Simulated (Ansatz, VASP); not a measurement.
GaN: VASP beside Ansatz

```
Ga N
1.0
     0.00000    2.10852    2.19518
     2.10852    0.00000    2.19518
     2.10852    2.10852    0.00000
Ga N
1 1
Cartesian
  0.0000 0.0000 0.0000
  2.1085 2.1085 2.1952
```

Change from the starting cell: uniaxial_z strain +4.1%.

Alike in both runs: task single point; functional PBE; k mesh 10 × 10 × 10; occupations fermi-dirac, width 0.02 eV; no spin polarisation.

|  | VASP | Ansatz |
| --- | --- | --- |
| version | VASP 6.6.1 | Ansatz 0.2.0 |
| potentials or method | VASP PAW PBE potentials, release 64 (Ga_d, N) | plane waves, PAW |
| plane-wave cutoff (eV) | 520 | 420 |
| valence electrons in the cell | 18 | 18 |

```tsv
	VASP	Ansatz	Ansatz less VASP
pressure (GPa)	0.4	-0.3	-0.74
traceless stress, the component that is largest in VASP (GPa)	-4.10	-4.01	+0.092
```
